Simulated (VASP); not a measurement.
# Bi (R-3m) in VASP: single point with r2SCAN

Aim: the single point of Bi with r2SCAN.

Everything below comes from runs of VASP 6.6.1. Logs are shortened: lines on timing, memory, paths and dates and some standing lists are left out, and cuts for length are marked.

## 1. The cell of the first run

It takes space group R-3m (No. 166, trigonal). The conventional cell has a = 4.532 Å, b = 4.532 Å, c = 12.403 Å, α = 90.00°, β = 90.00°, γ = 120.00°. Bi (site symmetry 3m) has 6 Bi at 3.07 to 3.64 Å within 4.0 Å.

## 2. Single point, r2SCAN

POSCAR

```
Bi
1.0
    2.2658947882      1.3082149659      4.1344471186
   -2.2658947882      1.3082149659      4.1344471186
    0.0000000000     -2.6164299318      4.1344471186
Bi
2
Direct
    0.2314156055      0.2314156055      0.2314156055
    0.7685843945      0.7685843945      0.7685843945
```

INCAR.step1

```
SYSTEM = Bi
PREC     = Accurate       ! precision mode
ENCUT    = 520            ! plane-wave cutoff, eV
ISMEAR   = 0              ! smearing method
SIGMA    = 0.05           ! smearing width, eV
LREAL    = .FALSE.        ! projectors in reciprocal space
LASPH    = .TRUE.         ! aspherical terms in the spheres
NELM     = 80             ! most SCF steps
NBANDS   = 22             ! bands
GGA      = PE             ! functional
ALGO     = Normal         ! electronic algorithm
EDIFF    = 1E-4           ! SCF threshold, eV
LWAVE    = .TRUE.         ! write WAVECAR
LCHARG   = .FALSE.        ! write CHGCAR
```

INCAR.step2

```
SYSTEM = Bi
PREC     = Accurate       ! precision mode
ENCUT    = 520            ! plane-wave cutoff, eV
EDIFF    = 1E-7           ! SCF threshold, eV
ISMEAR   = 0              ! smearing method
SIGMA    = 0.05           ! smearing width, eV
LREAL    = .FALSE.        ! projectors in reciprocal space
LASPH    = .TRUE.         ! aspherical terms in the spheres
NELM     = 80             ! most SCF steps
ALGO     = Normal         ! electronic algorithm
ISIF     = 2              ! what is computed and relaxed
LWAVE    = .FALSE.        ! write WAVECAR
LCHARG   = .FALSE.        ! write CHGCAR
METAGGA  = R2SCAN         ! meta-GGA
LMIXTAU  = .TRUE.       
NBANDS   = 22             ! bands
ISTART   = 1
```

KPOINTS

```
Automatic mesh
0
G
  12 12 12
  0 0 0
```

Potentials or basis: VASP PAW PBE potentials, release 64 (Bi_d).

Launch:

```
$ cat potpaw_PBE.64/Bi_d/POTCAR > POTCAR
$ cp INCAR.step1 INCAR
$ mpirun -np 1 vasp_std > vasp.out
$ cp INCAR.step2 INCAR
$ mpirun -np 1 vasp_std > vasp.out
```

OUTCAR:

```text
SYSTEM = Bi
   PREC = Accurate
   ENCUT = 520
   EDIFF = 1E-7
   ISMEAR = 0
   LREAL = .FALSE.
   LASPH = .TRUE.
   NELM = 80
   ISIF = 2
   METAGGA = R2SCAN
   ISTART = 1

 ion  position               nearest neighbor table
   1  0.231  0.231  0.231-   2 3.07   2 3.07   2 3.07   2 3.64   2 3.64   2 3.64
   2  0.769  0.769  0.769-   1 3.07   1 3.07   1 3.07   1 3.64   1 3.64   1 3.64

  LATTYP: Found a trigonal (rhomboedric) cell.
 ALAT       =     4.8927863804
 COS(alpha) =     0.5710595856

  Lattice vectors:

 A1 = (   2.2658947882,   1.3082149659,   4.1344471186)
 A2 = (  -2.2658947882,   1.3082149659,   4.1344471186)
 A3 = (   0.0000000000,  -2.6164299318,   4.1344471186)

Analysis of symmetry for initial positions (statically):
=====================================================================
 Subroutine PRICEL returns:
 Original cell was already a primitive cell.

 Routine SETGRP: Setting up the symmetry group for a
 trigonal (rhombohedral) supercell.

 Subroutine GETGRP returns: Found 12 space group operations
 (whereof 12 operations were pure point group operations)
 out of a pool of 12 trial point group operations.

The static configuration has the point symmetry D_3d.

Analysis of symmetry for dynamics (positions and initial velocities):
=====================================================================
 Subroutine PRICEL returns:
 Original cell was already a primitive cell.

 Routine SETGRP: Setting up the symmetry group for a
 trigonal (rhombohedral) supercell.

 Subroutine GETGRP returns: Found 12 space group operations
 (whereof 12 operations were pure point group operations)
 out of a pool of 12 trial point group operations.

The dynamic configuration has the point symmetry D_3d.

 Subroutine INISYM returns: Found 12 space group operations
 (whereof 12 operations are pure point group operations),
 and found     1 'primitive' translations

----------------------------------------------------------------------------------------

                                     Primitive cell

  volume of cell :      73.5339

  direct lattice vectors                    reciprocal lattice vectors
     2.265894788  1.308214966  4.134447119     0.220663379  0.127400061  0.080623436
    -2.265894788  1.308214966  4.134447119    -0.220663379  0.127400061  0.080623436
     0.000000000 -2.616429932  4.134447119     0.000000000 -0.254800122  0.080623436

  length of vectors
     4.892786380  4.892786380  4.892786380     0.267251269  0.267251269  0.267251269

  position of ions in fractional coordinates (direct lattice)
     0.231415605  0.231415605  0.231415605
     0.768584395  0.768584395  0.768584395

  ion indices of the primitive-cell ions
   primitive index   ion index
                 1           1
                 2           2

----------------------------------------------------------------------------------------

 KPOINTS: Automatic mesh

Automatic generation of k-mesh.
 Grid dimensions read from file:
 generate k-points for:   12   12   12

 Generating k-lattice:

  Cartesian coordinates                     Fractional coordinates (reciprocal lattice)
     0.018388615  0.010616672  0.006718620     0.083333333  0.000000000  0.000000000
    -0.018388615  0.010616672  0.006718620     0.000000000  0.083333333  0.000000000
     0.000000000 -0.021233344  0.006718620     0.000000000  0.000000000  0.083333333

  Length of vectors
     0.022270939  0.022270939  0.022270939

  Shift w.r.t. Gamma in fractional coordinates (k-lattice)
     0.000000000  0.000000000  0.000000000

 Subroutine IBZKPT returns following result:
 ===========================================

 Found    189 irreducible k-points:

 Following reciprocal coordinates:
            Coordinates               Weight
  0.000000  0.000000  0.000000      1.000000
  0.083333 -0.000000  0.000000      6.000000
  0.166667 -0.000000  0.000000      6.000000
  0.250000 -0.000000  0.000000      6.000000
  0.333333  0.000000  0.000000      6.000000
  0.416667 -0.000000 -0.000000      6.000000
[... 16 lines left out ...]
  0.500000  0.166667  0.000000     12.000000
 -0.416667  0.166667  0.000000     12.000000
 [... further k-points ...]
   k-points           NKPTS =    189   k-points in BZ     NKDIM =    189   number of bands    NBANDS=     22
   number of dos      NEDOS =    301   number of ions     NIONS =      2
   total plane-waves  NPLWV =  46656
   dimension x,y,z NGX =    36 NGY =   36 NGZ =   36
   dimension x,y,z NGXF=    72 NGYF=   72 NGZF=   72
   ions per type =               2
   NGX,Y,Z   is equivalent  to a cutoff of  12.23, 12.23, 12.23 a.u.
   NGXF,Y,Z  is equivalent  to a cutoff of  24.46, 24.46, 24.46 a.u.
 SYSTEM =  Bi
   PREC   = accura    normal or accurate (medium, high low for compatibility)
   ISTART =      1    job   : 0-new  1-cont  2-samecut
   ICHARG =      0    charge: 1-file 2-atom 10-const
   ISPIN  =      1    spin polarized calculation?
   LNONCOLLINEAR =      F non collinear calculations
   LSORBIT =      F    spin-orbit coupling
   LASPH  =      T    aspherical Exc in radial PAW
   ENCUT  =  520.0 eV  38.22 Ry    6.18 a.u.   9.10  9.10  9.10*2*pi/ulx,y,z
   NELM   =     80;   NELMIN=  2; NELMDL=  0     # of ELM steps
   EDIFF  = 0.1E-06   stopping-criterion for ELM
   LREAL  =      F    real-space projection
   EDIFFG = 0.1E-05   stopping-criterion for IOM
   NSW    =      0    number of steps for IOM
   IBRION =     -1    ionic relax: 0-MD 1-quasi-New 2-CG
   NFREE  =      0    steps in history (QN), initial steepest desc. (CG)
   ISIF   =      2    stress and relaxation
   ISYM   =      2    0-nonsym 1-usesym 2-fastsym
   POTIM  = 0.5000    time-step for ionic-motion
   TEBEG  =    0.0;   TEEND  =   0.0 temperature during run
   PSTRESS=    0.0 pullay stress
   NELECT =      30.0000    total number of electrons
   NUPDOWN=      -1.0000    fix difference up-down
   EMIN   =  10.00;   EMAX   =-10.00  energy-range for DOS
   EFERMI =   0.00;   METHOD = LEGACY
   ISMEAR =     0;   SIGMA  =   0.05  broadening in eV -4-tet -1-fermi 0-gaus
   EFERMI_NEDOS =   21; number of points for ismear=-14 and -15
   IALGO  =     38    algorithm
   IMIX   =      4    mixing-type and parameters
     AMIX     =   0.40;   BMIX     =  1.00
     AMIX_MAG =   1.60;   BMIX_MAG =  1.00
  volume/ion in A,a.u.               =      36.77       248.12
  Fermi-wavevector in a.u.,A,eV,Ry     =   1.214188  2.294483 20.058435  1.474253
  Thomas-Fermi vector in A             =   2.349616
   LORBIT       =      0    0 simple, 1 ext, 2 COOP (PROOUT), +10 PAW based schemes
   METAGGA = R2SCAN    functional components
   LHFCALC =     F    Hartree Fock is set to
   AEXX    =    0.0000 exact exchange contribution
   IVDW    =     0    specifies the selected vdW correction
   LEPSILON=     F    determine dielectric tensor
   LRPA    =     F    only Hartree local field effects (RPA)
 non-spin polarized calculation
 Gauss-broadening in eV      SIGMA  =   0.05
  energy-cutoff  :      520.00
  volume of cell :       73.53
 maximum number of plane-waves:      2013
   NGX = 19   NGY = 19   NGZ = 19

 number of electron      30.0000001 magnetization

 Free energy of the ion-electron system (eV)
  ---------------------------------------------------
  ext. energy  EPLUGINS =         0.00000000
  ---------------------------------------------------
  free energy    TOTEN  =      -117.00340190 eV

  energy without entropy =     -117.00311957  energy(sigma->0) =     -117.00326074

 E-fermi :   5.8141     XC(G=0):  -9.9555

 val. band max:        5.7952215248   @ k =   0.4167   0.0833   0.0833
 cond. band min:       5.8189456248   @ k =   0.4167   0.2500   0.2500
 fundamental gap:      0.0237241000
 Fermi energy:         5.8140622326

 k-point     1 :       0.0000    0.0000    0.0000
  band No.  band energies     occupation
      1     -17.8127      2.00000
      2     -17.8127      2.00000
      3     -17.6583      2.00000
      4     -17.6583      2.00000
      5     -17.6360      2.00000
      6     -17.4658      2.00000
[... 14 lines left out ...]
     21      12.2096      0.00000
     22      12.2786      0.00000

 k-point     2 :       0.0833   -0.0000    0.0000
  band No.  band energies     occupation
      1     -17.8085      2.00000
      2     -17.8063      2.00000
      3     -17.6564      2.00000
      4     -17.6542      2.00000
      5     -17.6328      2.00000
      6     -17.4689      2.00000
[... 14 lines left out ...]
     21      12.2492      0.00000
     22      12.8722      0.00000

 k-point     3 :       0.1667   -0.0000    0.0000
  band No.  band energies     occupation
      1     -17.7966      2.00000
      2     -17.7876      2.00000
      3     -17.6516      2.00000
      4     -17.6424      2.00000
      5     -17.6230      2.00000
      6     -17.4795      2.00000
[... 14 lines left out ...]
     21      12.5118      0.00000
     22      14.0997      0.00000

 k-point     4 :       0.2500   -0.0000    0.0000
  band No.  band energies     occupation
      1     -17.7789      2.00000
      2     -17.7577      2.00000
      3     -17.6459      2.00000
      4     -17.6242      2.00000
      5     -17.6063      2.00000
      6     -17.4984      2.00000
[... 14 lines left out ...]
     21      13.0925      0.00000
     22      15.5550      0.00000

 k-point     5 :       0.3333    0.0000    0.0000
  band No.  band energies     occupation
      1     -17.7591      2.00000
      2     -17.7193      2.00000
      3     -17.6405      2.00000
      4     -17.6016      2.00000
      5     -17.5848      2.00000
      6     -17.5243      2.00000
[... 417 lines left out ...]
 k-point    22 :       0.4167    0.1667   -0.0000
  band No.  band energies     occupation
      1     -17.7699      2.00000
      2     -17.6882      2.00000
      3     -17.6279      2.00000
      4     -17.6175      2.00000
      5     -17.5640      2.00000
      6     -17.5421      2.00000
[... 14 lines left out ...]
     21      15.1292      0.00000
     22      15.5014      0.00000

 k-point    23 :       0.5000    0.1667    0.0000
  band No.  band energies     occupation
      1     -17.7559      2.00000
      2     -17.6586      2.00000
      3     -17.6228      2.00000
      4     -17.6001      2.00000
      5     -17.5679      2.00000
      6     -17.5409      2.00000
[... 14 lines left out ...]
     21      14.8447      0.00000
     22      15.6322      0.00000

 k-point    24 :      -0.4167    0.1667    0.0000
  band No.  band energies     occupation
      1     -17.7541      2.00000
      2     -17.6324      2.00000
      3     -17.6220      2.00000
      4     -17.6045      2.00000
      5     -17.5668      2.00000
      6     -17.5523      2.00000
[... 14 lines left out ...]
     21      14.3655      0.00000
     22      15.8005      0.00000

 [... further k-points ...]
[... 5 lines left out ...]
  --------------------------------------------------------------------------------------
  -------------------------------------------------------------------------------------
  Total       -0.0110581     -0.0110581     -0.0112712      0.0000000     -0.0000000      0.0000000
  in kB       -0.2409366     -0.2409366     -0.2455806      0.0000000     -0.0000000      0.0000000
  external PRESSURE =      -0.2424846 kB  Pullay stress =       0.0000000 kB

 VOLUME and BASIS-vectors are now :
 -----------------------------------------------------------------------------
  energy-cutoff  :      520.00
  volume of cell :       73.53
      direct lattice vectors                 reciprocal lattice vectors
     2.265894788  1.308214966  4.134447119     0.220663379  0.127400061  0.080623436
    -2.265894788  1.308214966  4.134447119    -0.220663379  0.127400061  0.080623436
     0.000000000 -2.616429932  4.134447119     0.000000000 -0.254800122  0.080623436

 POSITION                                       TOTAL-FORCE (eV/Angst)
 -----------------------------------------------------------------------------------
      0.00000      0.00000      2.87033         0.000000     -0.000000      0.017845
      0.00000      0.00000      9.53301         0.000000      0.000000     -0.017845
 -----------------------------------------------------------------------------------
    total drift:                               -0.000000      0.000000      0.000000

  FREE ENERGIE OF THE ION-ELECTRON SYSTEM (eV)
  ---------------------------------------------------
  free  energy   TOTEN  =      -117.0034018998 eV

  energy  without entropy=     -117.0031195721  energy(sigma->0) =     -117.00326074
```

Run time: 24 min. Hardware: 1 thread of Oxide Virtual Turin-like, shared host; peak memory 0.35 GiB.

Results:

```
Free energy            : -117.0034 eV
Pressure               : 0.0 GPa
Largest force          : 0.018 eV/Å
Band gap on the k mesh : zero (band 15 reaches 5.83 eV, above the bottom of band 16 at 5.72 eV)
```

Forces in eV/Å, atoms in the order of the input:
```
Bi   0.000  0.000  0.018
Bi   0.000  0.000 -0.018
```

Levels at points of the mesh, in eV from the Fermi level:
| k point | band 13 | band 14 | band 15 | band 16 | band 17 | band 18 |
| --- | --- | --- | --- | --- | --- | --- |
| (0.00, 0.00, 0.00) | -1.77 | -1.23 | -1.23 | 2.29 | 2.89 | 2.89 |
| (0.50, 0.00, 0.00) | -1.82 | -1.48 | -0.39 | -0.09 | 0.65 | 1.34 |
| (0.50, 0.50, 0.00) | -4.66 | -3.12 | -2.88 | 2.49 | 4.83 | 5.69 |
| (0.50, 0.50, 0.50) | -0.78 | -0.70 | -0.70 | 0.98 | 0.98 | 0.99 |

Caveat: the PAW data sets were made with another functional, which shifts forces and pressure a little; spin-orbit coupling is left out, which moves the levels of the heavy elements.
